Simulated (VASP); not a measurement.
The system is WS2 (CdI2 type).

```
W S
1.0
     3.44122    0.00000    0.00000
    -1.72061    2.98019    0.00000
     0.00000    0.00000    5.50596
W S
1 2
Direct
  0.00000 0.00000 0.00000
  0.33333 0.66667 0.25000
  0.66667 0.33333 0.75000
```

| Property | Result |
| --- | --- |
| Program | VASP 6.6.1 |
| Task | relaxation of cell and atoms |
| Functional | PBE |
| Potentials or basis | VASP PAW PBE potentials, release 64 (W_sv, S) |
| Cutoff | 600 eV |
| k mesh | 11 × 11 × 6 |
| Occupations | fermi-dirac, width 0.05 eV |
| Spin | no spin polarisation |

At the start: pressure 0.9 GPa; volume 18.82 Å³/atom.

**Question.** How do energy, volume and symmetry change on relaxing?

**Answer.** Over 44 steps the energy falls by 123.9 meV/atom and the volume is 20.76 Å³/atom (+10.3 %); space group P-3m1 (No. 164, to 0.1 Å) before and after.

Step by step:
| step | energy change (eV) | largest force (eV/Å) | pressure (GPa) | volume (Å³) |
| --- | --- | --- | --- | --- |
| 1 | 0.0000 | 0.9618 | 0.88 | 56.47 |
| 3 | -0.2274 | 0.6266 | -6.22 | 57.32 |
| 5 | -0.3217 | 0.1682 | 0.68 | 54.05 |
| 7 | -0.3349 | 0.2978 | -0.34 | 54.97 |
| 9 | -0.3402 | 0.4273 | -1.22 | 55.91 |
| 11 | -0.3470 | 0.3019 | -0.28 | 56.04 |
| 13 | -0.3540 | 0.1019 | 1.03 | 56.49 |
| 15 | -0.3673 | 0.0839 | -0.15 | 58.94 |
| 17 | -0.3691 | 0.0564 | -0.48 | 60.21 |
| 19 | -0.3696 | 0.0346 | 0.09 | 60.31 |
| 21 | -0.3710 | 0.0086 | 0.18 | 60.81 |
| 23 | -0.3711 | 0.0030 | 0.23 | 61.05 |
| 25 | -0.3708 | 0.0887 | -0.49 | 61.41 |
| 27 | -0.3712 | 0.0173 | -0.02 | 61.23 |
| 29 | -0.3713 | 0.0067 | 0.02 | 61.34 |
| 31 | -0.3713 | 0.0081 | 0.06 | 61.37 |
| 33 | -0.3713 | 0.0111 | 0.09 | 61.38 |
| 35 | -0.3714 | 0.0071 | 0.09 | 61.45 |
| 37 | -0.3715 | 0.0107 | 0.04 | 61.76 |
| 39 | -0.3715 | 0.0239 | -0.13 | 62.13 |
| 41 | -0.3715 | 0.0067 | -0.01 | 62.23 |
| 43 | -0.3715 | 0.0057 | -0.01 | 62.31 |
| 44 | -0.3716 | 0.0008 | -0.03 | 62.27 |

Final structure:
```
W S
1.0
     3.21235    0.00000    0.00000
    -1.60617    2.78198    0.00000
     0.00000    0.00000    6.96820
W S
1 2
Cartesian
  0.0000 0.0000 0.0000
  0.0000 1.8547 1.5761
  1.6062 0.9273 5.3921
```

Caveat: a cell axis changed by over 15 % at a fixed basis, so the end point is rough; this functional lacks dispersion, which binds the layers, so the pressure and a relaxed spacing across them are unreliable.
